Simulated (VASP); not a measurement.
Here is a VASP 6.6.1 calculation.

INCAR

```
SYSTEM = Cr
  PREC = Accurate
  ENCUT = 520
  EDIFF = 1E-7
  ISMEAR = -1
  SIGMA = 0.08
  LREAL = .FALSE.
  LASPH = .TRUE.
  NELM = 150
  ALGO = Normal
  ISIF = 2
  LWAVE = .FALSE.
  LCHARG = .FALSE.
  ISPIN = 2
  MAGMOM = 2 2 2 2
  LORBIT = 11
  LMAXMIX = 4
  LDIPOL = .TRUE.
  IDIPOL = 3
  DIPOL = 0.5 0.5 0.500
  GGA = PE
  NBANDS = 36
```

KPOINTS

```
Automatic mesh
0
G
  10 10 1
  0 0 0
```

File POSCAR:

```
Cr
1.0
    4.0283716202      0.0000000000      0.0000000000
   -2.0141858101      3.4886721590      0.0000000000
    0.0000000000      0.0000000000     15.4669000000
Cr
4
Direct
    0.0000000000      0.0000000000      0.4218868171
    0.3333333333      0.6666666667      0.4801080112
    0.6666666667      0.3333333333      0.5198874973
    0.0000000000      0.0000000000      0.5781176741
```

Potentials or basis: VASP PAW PBE potentials, release 64 (Cr_pv).

Launch:

```sh
$ cat potpaw_PBE.64/Cr_pv/POTCAR > POTCAR
$ mpirun -np 1 vasp_std > vasp.out
```

Problem. Estimate the net moment.

Solution. 3.41 μB per cell.

Problem. What does it give for the site moments?

Solution. Cr +2.75, -1.20 μB.

Problem. Estimate the largest force.

Solution. 1.139 eV/Å.

Forces in eV/Å, atoms in the order of the input:
```
Cr   0.000  0.000 -1.139
Cr   0.000  0.000  0.561
Cr   0.000  0.000 -0.561
Cr   0.000  0.000  1.139
```
